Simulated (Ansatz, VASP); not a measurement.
In3GaAs4: VASP beside Ansatz

INCAR

```
PREC = Accurate
ENCUT = 520
EDIFF = 1E-7
ISMEAR = -1
SIGMA = 0.02
LREAL = F
LASPH = T
NELM = 100
ALGO = Normal
ISIF = 2
LWAVE = F
LCHARG = T
GGA = PE
LELF = T
LVHAR = T
NBANDS = 46
```

The input KPOINTS:

```
Automatic mesh
0
Gamma
  6 4 4
```

The input POSCAR:

```
In3GaAs4
1.0
    4.2376102720      0.0000000000      0.0000000000
    0.0000000000      8.4854325061      0.0000000000
    0.0000000000      0.0000000000      5.9999625129
Ga As In
1 4 3
Direct
    0.0000000000      0.0000000000     -0.0030529759
    0.5000000000      0.0000000000      0.2215056851
    0.0000000000      0.2376348961      0.7602462011
    0.5000000000      0.5000000000      0.2599697690
    0.0000000000      0.7623651039      0.7602462011
    0.5000000000      0.2408444642      0.4997458212
    0.0000000000      0.5000000000      0.0015934771
    0.5000000000      0.7591555358      0.4997458212
```

Input for Ansatz:

```yaml
crystal:
  lattice:
    - [4.237610272, 0.0, 0.0]
    - [0.0, 8.4854325061, 0.0]
    - [0.0, 0.0, 5.9999625129]
  atoms:
    - { symbol: Ga, position: [0.0, 0.0, -0.0030529759] }
    - { symbol: As, position: [0.5, 0.0, 0.2215056851] }
    - { symbol: In, position: [0.5, 0.2408444642, 0.4997458212] }
    - { symbol: As, position: [0.0, 0.2376348961, 0.7602462011] }
    - { symbol: In, position: [0.0, 0.5, 0.0015934771] }
    - { symbol: As, position: [0.5, 0.5, 0.259969769] }
    - { symbol: In, position: [0.5, 0.7591555358, 0.4997458212] }
    - { symbol: As, position: [0.0, 0.7623651039, 0.7602462011] }
kpoints:
  mp_grid: { grid: [6, 4, 4] }
  band_path:
    path:
      - [[0.0, 0.0, 0.0], [0.5, 0.0, 0.0], [0.5, 0.5, 0.0], [0.0, 0.5, 0.0], [0.0, 0.0, 0.0], [0.0, 0.0, 0.5], [0.5, 0.0, 0.5], [0.5, 0.5, 0.5], [0.0, 0.5, 0.5], [0.0, 0.0, 0.5]]
      - [[0.5, 0.0, 0.0], [0.5, 0.0, 0.5]]
      - [[0.0, 0.5, 0.0], [0.0, 0.5, 0.5]]
      - [[0.5, 0.5, 0.0], [0.5, 0.5, 0.5]]
    npoints: 10
hamiltonian:
  xc: pbe
scf:
  occupations: { method: fermi_dirac, width: 0.02 }
  n_extra_bands: 6
output:
  forces: true
  stress: true
  eigenvalues: true
```

Alike in both runs: task single point; functional PBE; k mesh 6 × 4 × 4; occupations fermi-dirac, width 0.02 eV; no spin polarisation.

|  | VASP | Ansatz |
| --- | --- | --- |
| version | VASP 6.6.1 | Ansatz 0.2.0 |
| potentials or method | VASP PAW PBE potentials, release 64 (Ga_d, As, In_d) | plane waves, PAW |
| plane-wave cutoff (eV) | 520 | 420 |
| valence electrons in the cell | 72 | 112 |

|  | VASP | Ansatz | Ansatz less VASP |
| --- | --- | --- | --- |
| pressure (GPa) | 2.3 | 2.2 | -0.09 |
| rms of the force components (eV/Å) | 0.017 | 0.015 | -0.0013 |

VASP's potentials hold 72 valence electrons a cell and Ansatz's 112, so a difference there can come from the potentials and not from the codes.
